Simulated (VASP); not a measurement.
BaZrO3:

```
CELL_PARAMETERS angstrom
4.10578 0.00000 0.00000
0.00000 4.10578 0.00000
0.00000 0.00000 4.10578
ATOMIC_POSITIONS crystal
Ba 0.00000 0.00000 0.00000
Zr 0.50000 0.50000 0.50000
O 0.50000 0.50000 0.00000
O 0.50000 0.00000 0.50000
O 0.00000 0.50000 0.50000
```

Base run:

| Quantity | Value |
| --- | --- |
| Program | VASP 6.6.1 |
| Functional | PBE |
| Potentials or basis | VASP PAW PBE potentials, release 64 (Ba_sv, Zr_sv, O) |
| Cutoff | 520 eV |
| k mesh | 6 × 6 × 6 |
| Occupations | fermi-dirac, width 0.05 eV |
| Spin | no spin polarisation |

Its results: band gap on the k mesh 3.32 eV, indirect (least direct gap 3.46 eV); pressure 17.2 GPa.

Question: The run is repeated on the same cell with these changes: functional from PBE to PBEsol. What comes out?

Answer: Band gap on the k mesh 3.23 eV, indirect (least direct gap 3.36 eV); pressure 11.4 GPa.

PBEsol binds more tightly than PBE, so the same cell stands under less pressure.

Caveats: spin-orbit coupling is left out, which moves the levels of the heavy elements; the PAW data sets were made with another functional, which shifts forces and pressure a little (some runs).

A k mesh can miss the band edges.
